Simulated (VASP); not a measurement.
Here is a VASP 6.6.1 calculation.

The input INCAR:

```
SYSTEM = MgH
PREC     = Accurate       ! precision mode
ENCUT    = 520            ! plane-wave cutoff, eV
EDIFF    = 1E-7           ! SCF threshold, eV
ISMEAR   = 0              ! smearing method
SIGMA    = 0.1            ! smearing width, eV
LREAL    = .FALSE.        ! projectors in reciprocal space
LASPH    = .TRUE.         ! aspherical terms in the spheres
NELM     = 60             ! most SCF steps
ALGO     = Normal         ! electronic algorithm
ISIF     = 2              ! what is computed and relaxed
LWAVE    = .FALSE.        ! write WAVECAR
LCHARG   = .TRUE.         ! write CHGCAR
GGA      = PE             ! functional
LELF     = .TRUE.         ! ELF
LVHAR    = .TRUE.       
NBANDS   = 11             ! bands
```

File KPOINTS:

```
Automatic mesh
0
G
  6 6 4
  0 0 0
```

Contents of POSCAR:

```
MgH
1.0
    3.3888826480      0.0000000000      0.0000000000
   -1.6944413240      2.9348584636      0.0000000000
    0.0000000000      0.0000000000      5.1589827706
Mg H
2 2
Direct
    0.3333333333      0.6666666667      0.2500000000
    0.6666666667      0.3333333333      0.7500000000
    0.3333333333      0.6666666667      0.7500000000
    0.6666666667      0.3333333333      0.2500000000
```

Potentials or basis: VASP PAW PBE potentials, release 64 (Mg, H).

Launch:

```sh
$ cat potpaw_PBE.64/Mg/POTCAR potpaw_PBE.64/H/POTCAR > POTCAR
$ mpirun -np 1 vasp_std > vasp.out
```

Problem. Estimate the pressure.

Solution. -0.1 GPa.

Problem. Predict the band gap on the k mesh.

Solution. Zero (band 3 reaches 5.00 eV, above the bottom of band 4 at 1.57 eV).

Stress tensor (GPa, compression positive):
```
-0.07  0.00  0.00
 0.00 -0.07  0.00
 0.00  0.00 -0.19
```
